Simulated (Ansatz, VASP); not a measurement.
## BiB: VASP beside Ansatz

```
B Bi
1.0
     0.00000    2.62683    2.62683
     2.62683    0.00000    2.62683
     2.62683    2.62683    0.00000
B Bi
1 1
Direct
  0.00000 0.00000 0.00000
  0.50000 0.50000 0.50000
```

Alike in both runs: task single point; functional PBE-based global hybrid; k mesh 4 × 4 × 4; occupations fermi-dirac, width 0.02 eV; no spin polarisation.

|  | VASP | Ansatz |
| --- | --- | --- |
| version | VASP 6.6.1 | Ansatz 0.2.0 |
| potentials or method | VASP PAW PBE potentials, release 64 (B, Bi_d) | plane waves |
| plane-wave cutoff (eV) | 520 | 420 |
| valence electrons in the cell | 18 | 18 |

```csv
,VASP,Ansatz,Ansatz less VASP
pressure (GPa),-0.3,0.0,+0.31
```

VASP's potentials were made for PBE, not for PBE-based global hybrid. With one functional, cell and mesh, what is left measures potentials, basis and numerics. Ansatz's warnings: filled band counts differ across k points, stress exchange threshold loose, stress scf threshold loose.

The k mesh is coarse, so the values compare programs but aren't converged. Spin-orbit coupling is off throughout.
